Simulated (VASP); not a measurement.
A run of VASP 6.6.1:

File INCAR:

```
  ALGO = Normal
  EDIFF = 1E-6
  ENCUT = 520
  ISIF = 2
  ISMEAR = 1
  LASPH = T
  LCHARG = T
  LELF = T
  LREAL = F
  LVHAR = T
  LWAVE = F
  NBANDS = 21
  NELM = 80
  PREC = Accurate
  SIGMA = 0.1
```

Contents of KPOINTS:

```
k-points
0
Gamma
  7 7 7
```

The input POSCAR:

```
Ge
1.0
   -2.5744897200      2.5744897200      1.3974126400
    2.5744897200     -2.5744897200      1.3974126400
    2.5744897200      2.5744897200     -1.3974126400
Ge
2
Direct
    0.2500000000      0.7500000000      0.5000000000
    0.5038842649      0.5000000000      0.0038842649
```

Potentials or basis: VASP PAW LDA potentials, release 64 (Ge_d).

Command:

```sh
$ cat potpaw_LDA.64/Ge_d/POTCAR > POTCAR
$ mpirun -np 1 vasp_std > vasp.out
```

Hardware: 1 thread of Intel Xeon 8259CL, with other jobs on the host.

Estimate the wall time of this run.

Wall time 110 s on 1 thread of Intel Xeon 8259CL, with other jobs on the host, peak memory 0.19 GiB. Counts: scf iterations 10, k points 100.
